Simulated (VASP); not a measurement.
Write the native input for VASP 6.6.1 that does the following.

- Task: single point
- Functional: r2SCAN
- Potentials or basis: VASP PAW PBE potentials, release 64 (Be, Te)
- Cutoff: 660 eV
- k mesh: 6 × 6 × 6
- Occupations: gaussian, width 0.1 eV
- Spin: no spin polarisation
- Dipole correction: no
- Further INCAR settings: ALGO = Normal; EDIFF = 1e-06; NBANDS = 11

The system is BeTe.

```
CELL_PARAMETERS angstrom
0.00000 2.81500 2.81500
2.81500 0.00000 2.81500
2.81500 2.81500 0.00000
ATOMIC_POSITIONS crystal
Be 0.00000 0.00000 0.00000
Te 0.25000 0.25000 0.25000
```

The input as run:

POSCAR

```
BeTe
1.0
    0.0000000000      2.8150000000      2.8150000000
    2.8150000000      0.0000000000      2.8150000000
    2.8150000000      2.8150000000      0.0000000000
Be Te
1 1
Direct
    0.0000000000      0.0000000000      0.0000000000
    0.2500000000      0.2500000000      0.2500000000
```

INCAR.step1

```
PREC = Accurate ; ENCUT = 660
ISMEAR = 0 ; SIGMA = 0.1
LREAL = F ; LASPH = T
NELM = 120 ; NBANDS = 11
GGA = PE ; ALGO = Normal
EDIFF = 1E-5 ; LWAVE = T
LCHARG = F ; GGA_COMPAT = F
```

INCAR.step2

```
PREC = Accurate ; ENCUT = 660
EDIFF = 1E-6 ; ISMEAR = 0
SIGMA = 0.1 ; LREAL = F
LASPH = T ; NELM = 120
ALGO = Normal ; ISIF = 2
LWAVE = F ; LCHARG = F
METAGGA = R2SCAN ; LMIXTAU = T
NBANDS = 11 ; ISTART = 1
GGA_COMPAT = F
```

KPOINTS

```
regular mesh
0
Gamma
  6 6 6
```

Potentials or basis: VASP PAW PBE potentials, release 64 (Be, Te).

Launch:

```sh
$ cat potpaw_PBE.64/Be/POTCAR potpaw_PBE.64/Te/POTCAR > POTCAR
$ cp INCAR.step1 INCAR
$ mpirun -np 1 vasp_std > vasp.out
$ cp INCAR.step2 INCAR
$ mpirun -np 1 vasp_std > vasp.out
```

Results of the run:

| Property | Result |
| --- | --- |
| Pressure | 1.1 GPa |
| Band gap on the k mesh | 2.33 eV (least direct gap 4.01 eV) |

Caveat: the PAW data sets were made with another functional, which shifts forces and pressure a little; spin-orbit coupling is left out, which moves the levels of the heavy elements.

It took 37 s on 1 thread of AMD EPYC 9R45 96-Core Processor (Zen 5) (shared host), peak memory 0.18 GiB.
